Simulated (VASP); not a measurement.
Set up this calculation in VASP 6.6.1, as the native input.

```yaml
Task: single point
Functional: RPBE
Potentials_or_basis: VASP PAW PBE potentials, release 64 (Ba_sv)
Cutoff: 520 eV
k_mesh: 8 × 8 × 8
Occupations: gaussian, width 0.1 eV
Spin: no spin polarisation
Dipole_correction: no
Further_INCAR_settings: ALGO = Normal; EDIFF = 1e-07; NBANDS = 11
```

The structure of Ba lies in POSCAR:

```
Ba
1.0
   -2.5065000000      2.5065000000      2.5065000000
    2.5065000000     -2.5065000000      2.5065000000
    2.5065000000      2.5065000000     -2.5065000000
Ba
1
Direct
    0.0000000000      0.0000000000      0.0000000000
```

These files were run (other wordings do the same):

INCAR

```
SYSTEM = Ba
  PREC = Accurate
  ENCUT = 520
  EDIFF = 1E-7
  ISMEAR = 0
  SIGMA = 0.1
  LREAL = .False.
  LASPH = .True.
  NELM = 60
  ALGO = Normal
  ISIF = 2
  LWAVE = .False.
  LCHARG = .True.
  GGA = RP
  LELF = .True.
  LVHAR = .True.
  NBANDS = 11
```

KPOINTS

```
Automatic mesh
0
Gamma
  8 8 8
  0 0 0
```

Potentials or basis: VASP PAW PBE potentials, release 64 (Ba_sv).

Run with:

```sh
$ cat potpaw_PBE.64/Ba_sv/POTCAR > POTCAR
$ mpirun -np 1 vasp_std > vasp.out
```

It gave:

The pressure is 0.7 GPa. The band gap on the k mesh is zero (band 5 reaches 2.28 eV, above the bottom of band 6 at 1.21 eV).

Caveat: the PAW data sets were made with another functional, which shifts forces and pressure a little; spin-orbit coupling is left out, which moves the levels of the heavy elements.

It used 19 s of CPU time on 1 thread of AMD EPYC 7R13 Processor (Zen 3), with other jobs on the host.
